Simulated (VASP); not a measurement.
Crystal: Co.

```
Co
1.0
    -1.39887    1.39887    1.39887
     1.39887   -1.39887    1.39887
     1.39887    1.39887   -1.39887
Co
1
Cartesian
  0.0000 0.0000 0.0000
```

This isn't the form of Co at room conditions, which is hcp.

Base run:

| Property | Result |
| --- | --- |
| Program | VASP 6.6.1 |
| Functional | r2SCAN |
| Potentials or basis | VASP PAW PBE potentials, release 64 (Co) |
| Cutoff | 520 eV |
| k mesh | 20 × 20 × 20 |
| Occupations | gaussian, width 0.05 eV |
| Spin | collinear spin, ferromagnetic start |
| Starting moments | [2.23] μB |

Its results: pressure 0.0 GPa.

Question: The run is repeated on the same cell with these changes: spin from collinear spin, ferromagnetic start to no spin polarisation; further incar settings from ALGO = Normal; EDIFF = 1e-06; NBANDS = 14 to ALGO = Normal; EDIFF = 1e-06; NBANDS = 10. What comes out?

Answer: Pressure -17.1 GPa.

Caveats: the PAW data sets were made with another functional, which shifts forces and pressure a little; the cell stands under tension (at least some runs).
